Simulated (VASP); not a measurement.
Set up this calculation in VASP 6.6.1, as the native input.

```
Task                   : single point
Functional             : PBEsol
Potentials or basis    : VASP PAW PBE potentials, release 64 (Cd, S)
Cutoff                 : 520 eV
k mesh                 : 8 × 8 × 8
Occupations            : gaussian, width 0.01 eV
Spin                   : no spin polarisation
Dipole correction      : no
Further INCAR settings : ALGO = Normal; EDIFF = 1e-06; NBANDS = 16
```

The structure of CdS (Hawleyite) lies in POSCAR:

```
CdS
1.0
    2.9414089236      2.9414089236      0.0000000000
   -2.9414089236      2.9414089236      0.0000000000
    0.0000000000      2.9414089236      2.8684034433
Cd S
1 1
Direct
    0.0000000000      0.0000000000      0.0000000000
    0.7500000000      0.2500000000      0.5000000000
```

This cell differs from its parent crystal: in-plane strain +0.01, then relaxed in part.

One way to write it, as run:

INCAR

```
ALGO = Normal
EDIFF = 1E-6
ENCUT = 520
GGA = PS
ISIF = 2
ISMEAR = 0
LASPH = T
LCHARG = F
LREAL = F
LWAVE = F
NBANDS = 16
NELM = 60
PREC = Accurate
SIGMA = 0.01
```

KPOINTS

```
k-points
0
Gamma
  8 8 8
```

Potentials or basis: VASP PAW PBE potentials, release 64 (Cd, S).

The run is started by

```console
$ cat potpaw_PBE.64/Cd/POTCAR potpaw_PBE.64/S/POTCAR > POTCAR
$ mpirun -np 1 vasp_std > vasp.out
```

Results of the run:

The pressure is 0.1 GPa and the band gap on the k mesh is 0.96 eV, direct.

Caveat: the cell differs from its parent crystal (in-plane strain +0.01, then relaxed in part); the PAW data sets were made with another functional, which shifts forces and pressure a little.

Wall time 18 s on 1 thread of Intel(R) Xeon(R) Platinum 8488C (Sapphire Rapids), on a shared host, peak memory 0.2 GiB.
